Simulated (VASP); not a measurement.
The system is ZnTc.

```
CELL_PARAMETERS angstrom
0.00000 3.89500 3.89500
3.89500 0.00000 3.89500
3.89500 3.89500 0.00000
ATOMIC_POSITIONS crystal
Zn 0.00000 0.00000 0.00000
Zn 0.00000 0.50000 0.00000
Zn 0.00000 0.50000 0.50000
Zn 0.50000 0.50000 0.00000
Tc 0.00000 0.00000 0.50000
Tc 0.50000 0.00000 0.00000
Tc 0.50000 0.00000 0.50000
Tc 0.50000 0.50000 0.50000
```

| Quantity | Value |
| --- | --- |
| Program | VASP 6.6.1 |
| Task | relaxation of cell and atoms |
| Functional | LDA |
| Potentials or basis | VASP PAW LDA potentials, release 64 (Zn, Tc_pv) |
| Cutoff | 500 eV |
| k mesh | 6 × 6 × 6 |
| Occupations | fermi-dirac, width 0.1 eV |
| Spin | no spin polarisation |

At the start: pressure -18.2 GPa; volume 14.77 Å³/atom.

Task: Where does the relaxation end?

Result: Over 7 steps the energy falls by 87.4 meV/atom and the volume is 13.37 Å³/atom (-9.5 %); space group Fd-3m (No. 227, to 0.1 Å) before and after.

The path:
```
step  energy change (eV)  largest force (eV/Å)  pressure (GPa)  volume (Å³)
   1              0.0000                0.0000          -18.16       118.18
   2              1.3403                0.0000           49.73        91.80
   3             -0.6974                0.0000           -0.94       107.40
   4             -0.6987                0.0000           -0.21       107.05
   5             -0.6987                0.0000            0.20       106.84
   6             -0.6987                0.0000           -0.23       107.07
   7             -0.6988                0.0000           -0.03       106.95
```

Final structure:
```cif
data_structure
_symmetry_space_group_name_H-M 'P 1'
_symmetry_Int_Tables_number 1
_cell_length_a 5.3280
_cell_length_b 5.3280
_cell_length_c 5.3280
_cell_angle_alpha 60.000
_cell_angle_beta 60.000
_cell_angle_gamma 60.000
_cell_volume 106.95
loop_
_atom_site_label
_atom_site_type_symbol
_atom_site_fract_x
_atom_site_fract_y
_atom_site_fract_z
_atom_site_occupancy
Zn1 Zn 0.00000 0.00000 0.00000 1
Zn2 Zn 0.00000 0.50000 0.00000 1
Zn3 Zn 0.00000 0.50000 0.50000 1
Zn4 Zn 0.50000 0.50000 0.00000 1
Tc1 Tc 0.00000 0.00000 0.50000 1
Tc2 Tc 0.50000 0.00000 0.00000 1
Tc3 Tc 0.50000 0.00000 0.50000 1
Tc4 Tc 0.50000 0.50000 0.50000 1
```
